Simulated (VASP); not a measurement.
TiSi2, 3 atoms in the cell. The structure is hexagonal, space group P6/mmm (No. 191). Conventional cell: a = 4.375 Å, b = 4.375 Å, c = 2.561 Å, α = 90.00°, β = 90.00°, γ = 120.00°. Ti (site symmetry 6/mmm) has 2 Ti at 2.56 Å and 12 Si at 2.83 Å within 3.4 Å. Si (site symmetry -6m2) has 5 Si at 2.53 to 2.56 Å and 6 Ti at 2.83 Å within 3.3 Å. 

| Property | Result |
| --- | --- |
| Program | VASP 6.6.1 |
| Task | single point |
| Functional | PBE |
| Potentials or basis | VASP PAW PBE potentials, release 64 (Ti_sv, Si) |
| Cutoff | 520 eV |
| k mesh | 7 × 7 × 10 |
| Occupations | fermi-dirac, width 0.05 eV |
| Spin | no spin polarisation |
| Hubbard terms | Ti d U = 6.0 eV |
| Dipole correction | no |
| Further INCAR settings | ALGO = Normal; EDIFF = 1e-06; NBANDS = 17 |

Potentials or basis: VASP PAW PBE potentials, release 64 (Ti_sv, Si).

Launch:

```sh
$ cat potpaw_PBE.64/Ti_sv/POTCAR potpaw_PBE.64/Si/POTCAR > POTCAR
$ mpirun -np 1 vasp_std > vasp.out
```

Hardware: 1 thread of Intel(R) Xeon(R) Platinum 8488C (Sapphire Rapids), with other jobs on the host.

How long does it take, and how much memory?

It took 43 s on 1 thread of Intel(R) Xeon(R) Platinum 8488C (Sapphire Rapids), on a shared host, peak memory 0.21 GiB. Counts: scf iterations 15, k points 96.
